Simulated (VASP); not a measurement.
GdMn, 2 atoms in the cell. It takes space group Pm-3m (No. 221, cubic). Conventional cell: a = 3.562 Å, b = 3.562 Å, c = 3.562 Å, α = 90.00°, β = 90.00°, γ = 90.00°. Gd (site symmetry m-3m) has 8 Mn at 3.09 Å and 6 Gd at 3.56 Å within 4.1 Å. Mn (site symmetry m-3m) has 8 Gd at 3.09 Å and 6 Mn at 3.56 Å within 4.1 Å. 

```yaml
Program: VASP 6.6.1
Task: single point
Functional: RPBE
Potentials_or_basis: VASP PAW PBE potentials, release 64 (Gd, Mn_pv)
Cutoff: 520 eV
k_mesh: 8 × 8 × 8
Occupations: gaussian, width 0.05 eV
Spin: collinear spin, ferrimagnetic start
Starting_moments: "[7.0, -3.5] μB"
Hubbard_terms: Mn d U = 3.0 eV
Dipole_correction: no
Further_INCAR_settings: ALGO = Normal; EDIFF = 1e-07; NBANDS = 26
```

Potentials or basis: VASP PAW PBE potentials, release 64 (Gd, Mn_pv).

Command:

```bash
$ cat potpaw_PBE.64/Gd/POTCAR potpaw_PBE.64/Mn_pv/POTCAR > POTCAR
$ mpirun -np 1 vasp_std > vasp.out
```

Hardware: 1 thread of Oxide Virtual Turin-like Processor, with other jobs on the host.

**Question.** Estimate the wall time of this run.

**Answer.** Wall time 97 s on 1 thread of Oxide Virtual Turin-like Processor, with other jobs on the host, peak memory 0.19 GiB. Counts: scf iterations 20, k points 35.
